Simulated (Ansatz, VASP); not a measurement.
Ir: VASP beside Ansatz

```xyz
4
Lattice="2.6970 0.0000 0.0000 -1.3485 2.3357 0.0000 0.0000 0.0000 8.8112" Properties=species:S:1:pos:R:3 pbc="T T T"
Ir    1.3485    2.3357    8.8112
Ir    1.3485    2.3357    4.4056
Ir    0.0000    1.5571    2.2028
Ir    1.3485    0.7786    6.6084
```

Alike in both runs: functional LDA; k mesh 13 × 13 × 4; occupations fermi-dirac, width 0.1 eV; no spin polarisation.

Ansatz relaxed the structure, and its values are those at the end. VASP's run is a single point on that final structure, the one shown.

|  | VASP | Ansatz |
| --- | --- | --- |
| version | VASP 6.6.1 | Ansatz 0.2.0 |
| potentials or method | VASP PAW LDA potentials, release 64 (Ir_sv_GW), cutoff 560 eV | plane waves (420 eV) with PAW, scalar-relativistic |
| valence electrons in the cell | 68 | 68 |

```csv
,VASP,Ansatz,Ansatz less VASP
pressure (GPa),-0.4,0.0,+0.39
```

Ansatz warns that its potentials were made for another functional, while VASP's fit it. LDA's correlation is that of Perdew and Zunger in VASP and of Perdew and Wang (1992) in Ansatz.

Spin-orbit coupling is off throughout.
